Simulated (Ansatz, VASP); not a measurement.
# ZrC: VASP beside Ansatz

```xyz
2
Lattice="0.0000 2.3502 2.3502 2.3502 0.0000 2.3502 2.3502 2.3502 0.0000" Properties=species:S:1:pos:R:3 pbc="T T T"
Zr    2.3502    2.3502    2.3502
C     0.0000    0.0000    0.0000
```

Alike in both runs: task electric field gradients; functional PBEsol; k mesh 15 × 15 × 15; occupations fermi-dirac, width 0.05 eV; no spin polarisation.

```csv
,VASP,Ansatz
version,VASP 6.6.1,Ansatz 0.2.0
potentials or method,"VASP PAW PBE potentials, release 64 (Zr_sv, C), cutoff 520 eV","all-electron PAW with datasets made for the crystal, scalar-relativistic"
```

|  | VASP | Ansatz | Ansatz less VASP |
| --- | --- | --- | --- |
| pressure (GPa) | -4.2 | -4.5 | -0.30 |

VASP's potentials were made for PBE, not for PBEsol. Ansatz ran all-electron here, and VASP with PAW potentials.
